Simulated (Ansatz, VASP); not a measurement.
One calculation of In, two programs

```
In
1.0
     3.37938    0.00000    0.00000
    -1.68969    2.92663    0.00000
     0.00000    0.00000    5.58164
In
2
Direct
  0.66667 0.33333 0.75000
  0.33333 0.66667 0.25000
```

Change from the starting cell: volume scaled by 1.04.

Alike in both runs: task single point; functional LDA; k mesh 9 × 9 × 5; occupations fermi-dirac, width 0.05 eV; no spin polarisation.

```csv
,VASP,Ansatz
version,VASP 6.6.1,Ansatz 0.2.0
potentials or method,"VASP PAW LDA potentials, release 64 (In_d), cutoff 520 eV","all-electron LAPW, scalar-relativistic"
```

VASP gave:

```
gap on the k mesh at the Fermi level (eV)                     : none
pressure (GPa)                                                : -4.0
traceless stress, the component that is largest in VASP (GPa) : 0.41
```

Q: Which values does Ansatz return?

A: gap on the k mesh at the Fermi level (eV): none; pressure (GPa): -3.9; traceless stress, the component that is largest in VASP (GPa): 0.46.

LDA's correlation is that of Perdew and Zunger in VASP and of Perdew and Wang (1992) in Ansatz. A gap of «none» marks a metal or a gap that the smearing closes. Ansatz ran all-electron here, and VASP with PAW potentials.
